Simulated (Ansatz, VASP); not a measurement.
## Two plane-wave programs on C

```xyz
2
Lattice="0.0000 1.7834 1.7834 1.7834 0.0000 1.7834 1.7834 1.7834 0.0000" Properties=species:S:1:pos:R:3 pbc="T T T"
C     0.0000    0.0000    0.0000
C     0.8917    0.8917    0.8917
```

Alike in both runs: task single point; functional PBE; k mesh 14 × 14 × 14; no spin polarisation.

|  | VASP | Ansatz |
| --- | --- | --- |
| version | VASP 6.6.1 | Ansatz 0.2.0 |
| potentials or method | VASP PAW PBE potentials, release 64 (C), cutoff 520 eV | plane waves, PAW |
| occupations | gaussian, width 0.01 eV | fixed |
| valence electrons in the cell | 8 | 8 |

VASP gave:

| Item | Value |
| --- | --- |
| pressure (GPa) | 2.5 |

Question: Estimate Ansatz's values.

Answer: Pressure (GPa): 1.8.
